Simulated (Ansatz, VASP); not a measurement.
## KI: VASP beside Ansatz

Contents of INCAR:

```
SYSTEM = KI
PREC = Accurate
ENCUT = 520
EDIFF = 1E-6
ISMEAR = 0
SIGMA = 0.05
LREAL = .False.
LASPH = .True.
NELM = 60
ALGO = Normal
ISIF = 2
LWAVE = .False.
LCHARG = .True.
GGA = PE
LELF = .True.
LVHAR = .True.
NBANDS = 15
```

Contents of KPOINTS:

```
Automatic mesh
0
Gamma
  6 6 6
  0 0 0
```

POSCAR

```
KI
1.0
    0.0000000000      3.4438328306      3.5873258652
    3.4438328306      0.0000000000      3.5873258652
    3.4438328306      3.4438328306      0.0000000000
K I
1 1
Direct
   -0.0177848354     -0.0177848354      0.0177848354
    0.5054793722      0.5054793722      0.4945206278
```

Input for Ansatz:

```yaml
crystal:
  lattice:
    - [0.0, 3.4438328306, 3.5873258652]
    - [3.4438328306, 0.0, 3.5873258652]
    - [3.4438328306, 3.4438328306, 0.0]
  atoms:
    - { symbol: K, position: [-0.0177848354, -0.0177848354, 0.0177848354] }
    - { symbol: I, position: [0.5054793722, 0.5054793722, 0.4945206278] }
basis:
  ecutwfc: 420
kpoints:
  mp_grid: { grid: [6, 6, 6] }
hamiltonian:
  xc: pbe
scf:
  occupations: { method: gaussian, width: 0.05 }
output:
  forces: true
  stress: true
  eigenvalues: true
```

Change from the starting cell: mode 6 frozen in at -0.128 Å, equal normal strain along x and y -0.0400.

Alike in both runs: task single point; functional PBE; k mesh 6 × 6 × 6; occupations gaussian, width 0.05 eV; no spin polarisation.

|  | VASP | Ansatz |
| --- | --- | --- |
| version | VASP 6.6.1 | Ansatz 0.2.0 |
| potentials or method | VASP PAW PBE potentials, release 64 (K_sv, I), cutoff 520 eV | scalar-relativistic, plane waves, PAW |
| valence electrons in the cell | 16 | 26 |

Ansatz gave:

```
gap on the k mesh at the Fermi level (eV)                     : 4.05
least direct gap on the mesh (eV)                             : 4.05
pressure (GPa)                                                : 1.3
traceless stress, the component that is largest in VASP (GPa) : -0.54
rms of the force components (eV/Å)                            : 0.080
```

Task: Which values does VASP return?

Result: gap on the k mesh at the Fermi level (eV): 4.05; least direct gap on the mesh (eV): 4.05; pressure (GPa): 1.3; traceless stress, the component that is largest in VASP (GPa): -0.55; rms of the force components (eV/Å): 0.081.

Atom by atom the forces differ by 0.001 eV/Å (rms over components). VASP's potentials hold 16 valence electrons a cell and Ansatz's 26, so a difference there can come from the potentials and not from the codes.

Spin-orbit coupling is off throughout.
